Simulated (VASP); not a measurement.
Runs of VASP 6.6.1 on MgO. The structure is that of space group Fm-3m (No. 225), or close to it. The cells are those of the table. 

| cell | gap on the mesh (eV) | pressure (GPa) |
| --- | --- | --- |
| a = 2.962 Å, angles 60.9°, 2 atoms | 4.59 | 3.1 |
| a = 2.992 Å, angles 59.6°, 2 atoms | 4.67 | 3.1 |
| a = 3.002 Å, angles 59.1°, 2 atoms | (b) | 3.1 |
| a = 3.012 Å, angles 58.7°, 2 atoms | (a) | 3.2 |
| a = 2.952 Å, angles 61.3°, 2 atoms | 4.54 | 3.2 |

Alike in all rows: task single point; level PBE; potentials or basis VASP PAW PBE potentials, release 64 (Mg, O); no spin polarisation; k mesh 8 × 8 × 8; cutoff (eV) 600; smearing fermi-dirac 0.05 eV.

Question: Estimate the missing entries.

Answer: (a) 4.60; (b) 4.64.

Caveats: the cell stands under pressure.

